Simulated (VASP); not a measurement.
Ru:

```
CELL_PARAMETERS angstrom
2.68000 0.00000 0.00000
-1.34000 2.32095 0.00000
0.00000 0.00000 4.37644
ATOMIC_POSITIONS crystal
Ru 0.33333 0.66667 0.25000
Ru 0.66667 0.33333 0.75000
```

- Program: VASP 6.6.1
- Task: relaxation of cell and atoms
- Functional: PBE
- Potentials or basis: VASP PAW PBE potentials, release 64 (Ru_pv)
- Cutoff: 600 eV
- k mesh: 17 × 17 × 9
- Occupations: fermi-dirac, width 0.05 eV
- Spin: no spin polarisation

At the start: pressure 3.6 GPa; volume 13.61 Å³/atom.

**Question.** Where does the relaxation end?

**Answer.** Over 8 steps the energy falls by 17.8 meV/atom and the volume is 13.76 Å³/atom (+1.1 %); space group P6_3/mmc (No. 194, to 0.05 Å).

The path:
| step | energy change (eV) | largest force (eV/Å) | pressure (GPa) | volume (Å³) |
| --- | --- | --- | --- | --- |
| 1 | 0.0000 | 0.0000 | 3.58 | 27.22 |
| 2 | 0.0101 | 0.0000 | -8.31 | 28.39 |
| 3 | -0.0329 | 0.0000 | -2.68 | 27.76 |
| 4 | -0.0241 | 0.0000 | 5.55 | 27.08 |
| 5 | -0.0356 | 0.0000 | -0.15 | 27.54 |
| 6 | -0.0356 | 0.0000 | -0.10 | 27.54 |
| 7 | -0.0356 | 0.0000 | 0.13 | 27.52 |
| 8 | -0.0356 | 0.0000 | 0.06 | 27.52 |

Final structure:
```xyz
2
Lattice="2.7218 0.0000 0.0000 -1.3609 2.3571 0.0000 0.0000 0.0000 4.2900" Properties=species:S:1:pos:R:3 pbc="T T T"
Ru    0.0000    1.5714    1.0725
Ru    1.3609    0.7857    3.2175
```
